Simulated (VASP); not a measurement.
Write the native input for VASP 6.6.1 that does the following.

```
Task                   : single point
Functional             : PBE
Potentials or basis    : VASP PAW PBE potentials, release 64 (Mg, F)
Cutoff                 : 600 eV
k mesh                 : 6 × 6 × 8
Occupations            : fermi-dirac, width 0.02 eV
Spin                   : no spin polarisation
Dipole correction      : no
Further INCAR settings : ALGO = Normal; EDIFF = 1e-06; NBANDS = 25
```

The structure of MgF2 lies in POSCAR:

```
MgF2
1.0
    4.4499650967      0.0000000000      0.0000000000
    0.0000000000      4.4501507763      0.0000000000
    0.0000000000      0.0000000000      2.9328293811
Mg F
2 4
Direct
    0.5000000000      0.5000000000      0.5000000000
    0.0000000000      0.0000000000      0.0000000000
    0.8010838973      0.1988002470      0.5000000000
    0.1989161027      0.8011997530      0.5000000000
    0.3010838973      0.3011997530      0.0000000000
    0.6989161027      0.6988002470      0.0000000000
```

This cell differs from its parent crystal: strain -3.7%.

The input as run:

INCAR

```
SYSTEM = MgF2
PREC = Accurate ; ENCUT = 600
EDIFF = 1E-6 ; ISMEAR = -1
SIGMA = 0.02 ; LREAL = .FALSE.
LASPH = .TRUE. ; NELM = 120
ALGO = Normal ; ISIF = 2
LWAVE = .FALSE. ; LCHARG = .FALSE.
GGA = PE ; NBANDS = 25
GGA_COMPAT = .FALSE.
```

KPOINTS

```
Automatic mesh
0
G
  6 6 8
  0 0 0
```

Potentials or basis: VASP PAW PBE potentials, release 64 (Mg, F).

Run with:

```bash
$ cat potpaw_PBE.64/Mg/POTCAR potpaw_PBE.64/F/POTCAR > POTCAR
$ mpirun -np 1 vasp_std > vasp.out
```

It gave:

- Pressure: 20.0 GPa
- Largest force: 0.024 eV/Å
- Band gap on the k mesh: 7.95 eV

Caveat: the cell differs from its parent crystal (strain -3.7%); the cell stands under pressure.

Run time: 47 s on 1 thread of Intel(R) Xeon(R) 6975P-C (Granite Rapids) (shared host), peak memory 0.25 GiB.
